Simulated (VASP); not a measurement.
Runs of VASP 6.6.1 on Cu. The structure is that of space group I4/mmm (No. 139), or close to it. The cells are those of the table. 

```csv
cell,gap on the mesh (eV),pressure (GPa)
"a = 2.463 Å, angles 106.5, 106.5, 115.6°, 1 atom",none,(a)
"a = 2.475 Å, angles 106.9, 106.9, 114.7°, 1 atom",none,6.3
"a = 2.488 Å, angles 107.4, 107.4, 113.8°, 1 atom",none,3.2
"a = 2.492 Å, angles 106.1, 106.1, 116.4°, 1 atom",none,4.1
```

Alike in all rows: task single point; level PBE; potentials or basis VASP PAW PBE potentials, release 64 (Cu); no spin polarisation; k mesh 22 × 22 × 22; cutoff (eV) 520; smearing gaussian 0.15 eV.

Problem. Fill in the values left out.

Solution. (a) 9.1.

Caveats: the cell stands under pressure.

A gap of «none» marks levels without a gap at the run's occupations.
